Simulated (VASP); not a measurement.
# Yb3InC: single point with PBE

Yb3InC:

```xyz
5
Lattice="5.0633 0.0000 0.0000 0.0000 5.0633 0.0000 0.0000 0.0000 5.0633" Properties=species:S:1:pos:R:3 pbc="T T T"
Yb    2.5316    0.0000    2.5316
Yb    0.0000    2.5316    2.5316
Yb    2.5316    2.5316    0.0000
In    0.0000    0.0000    0.0000
C     2.5316    2.5316    2.5316
```

```yaml
Program: VASP 6.6.1
Task: single point
Functional: PBE
Potentials_or_basis: VASP PAW PBE potentials, release 64 (Yb, In_d, C)
Cutoff: 520 eV
k_mesh: 5 × 5 × 5
Occupations: gaussian, width 0.05 eV
Spin: no spin polarisation
```

```
Pressure : -4.0 GPa
```

Levels at points of the mesh, in eV from the Fermi level:
| k point | band 42 | band 43 | band 44 | band 45 | band 46 | band 47 |
| --- | --- | --- | --- | --- | --- | --- |
| (0.00, 0.00, 0.00) | 0.09 | 0.09 | 0.13 | 0.13 | 1.18 | 1.18 |

It took 2.5 min on 1 thread of Intel(R) Xeon(R) Platinum 8559C (Emerald Rapids), with other jobs on the host, peak memory 0.28 GiB.

Caveat: spin-orbit coupling is left out, which moves the levels of the heavy elements; without U or exact exchange the open f shell lies at the Fermi level, which spoils levels, moments and volumes. Spin polarisation is off, so any magnetic state and its effect on volume and gap are missing.
